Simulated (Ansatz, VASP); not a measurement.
TePt: VASP beside Ansatz

Contents of POSCAR:

```
TePt
1.0
    4.2651623046      0.0000000000      0.0000000000
   -2.1325811523      3.6937389071      0.0000000000
    0.0000000000      0.0000000000      5.4460000000
Te Pt
2 2
Direct
    0.3333333333      0.6666666667      0.2500000000
    0.6666666667      0.3333333333      0.7500000000
    0.0000000000      0.0000000000      0.0000000000
    0.0000000000      0.0000000000      0.5000000000
```

INCAR.step1

```
  ALGO = Normal
  EDIFF = 1E-4
  ENCUT = 520
  GGA = PE
  ISMEAR = 0
  LASPH = True
  LCHARG = False
  LREAL = False
  LWAVE = True
  NBANDS = 24
  NELM = 60
  PREC = Accurate
  SIGMA = 0.15
```

Contents of INCAR.step2:

```
  ALGO = Normal
  EDIFF = 1E-7
  ENCUT = 520
  ISIF = 2
  ISMEAR = 0
  ISTART = 1
  LASPH = True
  LCHARG = False
  LMIXTAU = True
  LREAL = False
  LWAVE = False
  METAGGA = R2SCAN
  NBANDS = 24
  NELM = 60
  PREC = Accurate
  SIGMA = 0.15
```

File KPOINTS:

```
k-points
0
Gamma
  12 12 10
```

Input for Ansatz:

```yaml
crystal:
  lattice:
    - [4.2651623046, 0.0, 0.0]
    - [-2.1325811523, 3.6937389071, 0.0]
    - [0.0, 0.0, 5.446]
  atoms:
    - { symbol: Te, position: [0.3333333333, 0.6666666667, 0.25] }
    - { symbol: Te, position: [0.6666666667, 0.3333333333, 0.75] }
    - { symbol: Pt, position: [0.0, 0.0, 0.0] }
    - { symbol: Pt, position: [0.0, 0.0, 0.5] }
basis:
  ecutwfc: 500
kpoints:
  mp_grid: { grid: [12, 12, 10] }
hamiltonian:
  xc: r2scan
scf:
  occupations: { method: gaussian, width: 0.15 }
output:
  forces: true
  stress: true
  eigenvalues: true
```

Change from the starting cell: strain +0.0375 x Voigt [1, 1, 0, 0, 0, 0], atoms carried along.

Alike in both runs: task single point; functional r2SCAN; k mesh 12 × 12 × 10; occupations gaussian, width 0.15 eV; no spin polarisation.

```csv
,VASP,Ansatz
version,VASP 6.6.1,Ansatz 0.2.0
potentials or method,"VASP PAW PBE potentials, release 64 (Te, Pt), cutoff 520 eV","scalar-relativistic, plane waves, PAW"
valence electrons in the cell,32,68
```

```csv
,VASP,Ansatz,Ansatz less VASP
gap on the k mesh at the Fermi level (eV),none,none,-
pressure (GPa),3.1,3.1,-0.01
"traceless stress, the component that is largest in VASP (GPa)",3.18,3.09,-0.084
```

VASP's potentials were made for PBE, not for r2SCAN. A gap of «none» marks a metal or a gap that the smearing closes. With one functional, cell and mesh, what is left measures potentials, basis and numerics. VASP's potentials hold 32 valence electrons a cell and Ansatz's 68, so a difference there can come from the potentials and not from the codes.

Neither program's run includes spin-orbit coupling.
